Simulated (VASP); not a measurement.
CaB2:

```
CELL_PARAMETERS angstrom
3.22643 0.00000 0.00000
-1.61322 2.79417 0.00000
0.00000 0.00000 4.06739
ATOMIC_POSITIONS crystal
Ca 0.00000 0.00000 0.00000
B 0.33333 0.66667 0.50000
B 0.66667 0.33333 0.50000
```

Base run:

```yaml
Program: VASP 6.6.1
Functional: PBE
Potentials_or_basis: VASP PAW PBE potentials, release 64 (Ca_sv, B)
Cutoff: 500 eV
k_mesh: 7 × 7 × 5
Occupations: gaussian, width 0.1 eV
Spin: no spin polarisation
```

Its results: band gap on the k mesh zero (bands 8 and 9 overlap by 1.28 eV); pressure -0.1 GPa.

Problem. The run is repeated on the same cell with these changes: k mesh from 7 × 7 × 5 to 1 × 1 × 5; occupations from gaussian, width 0.1 eV to fermi-dirac, width 0.058 eV. What comes out?

Solution. Band gap on the k mesh zero (bands 8 and 9 overlap by 0.17 eV); pressure 30.7 GPa.

Caveats: some runs use coarse meshes.
